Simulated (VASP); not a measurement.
A run of VASP 6.6.1:

Contents of POSCAR:

```
TiO2
1.0
   -1.9139386000      1.9139386000      4.8573653200
    1.9139386000     -1.9139386000      4.8573653200
    1.9139386000      1.9139386000     -4.8573653200
Ti O
2 4
Direct
    0.0000000000      0.0000000000      0.0000000000
    0.7500000000      0.2500000000      0.5000000000
    0.2056380678      0.2056380678      0.0000000000
    0.9556380678      0.4556380678      0.5000000000
    0.5443619322      0.0443619322      0.5000000000
    0.7943619322      0.7943619322      0.0000000000
```

INCAR.step1

```
SYSTEM = TiO2
ALGO = Normal
EDIFF = 1E-4
ENCUT = 520
GGA = PE
ISMEAR = -1
LASPH = .TRUE.
LCHARG = .FALSE.
LREAL = .FALSE.
LWAVE = .TRUE.
NBANDS = 33
NELM = 100
PREC = Accurate
SIGMA = 0.02
```

Contents of INCAR.step2:

```
SYSTEM = TiO2
ALGO = Normal
EDIFF = 1E-6
ENCUT = 520
ISIF = 2
ISMEAR = -1
ISTART = 1
LASPH = .TRUE.
LCHARG = .TRUE.
LELF = .TRUE.
LMIXTAU = .TRUE.
LREAL = .FALSE.
LVHAR = .TRUE.
LWAVE = .FALSE.
METAGGA = R2SCAN
NBANDS = 33
NELM = 100
PREC = Accurate
SIGMA = 0.02
```

File KPOINTS:

```
k-points
0
G
  10 10 10
  0 0 0
```

Potentials or basis: VASP PAW PBE potentials, release 64 (Ti_sv, O).

The run is started by

```console
$ cat potpaw_PBE.64/Ti_sv/POTCAR potpaw_PBE.64/O/POTCAR > POTCAR
$ cp INCAR.step1 INCAR
$ mpirun -np 1 vasp_std > vasp.out
$ cp INCAR.step2 INCAR
$ mpirun -np 1 vasp_std > vasp.out
```

Hardware: 1 thread of Oxide Virtual Turin-like Processor, with other jobs on the host.

**Question.** Estimate the wall time of this run.

**Answer.** Run time: 53 min on 1 thread of Oxide Virtual Turin-like Processor, on a shared host, peak memory 0.37 GiB. Counts: k points 102.
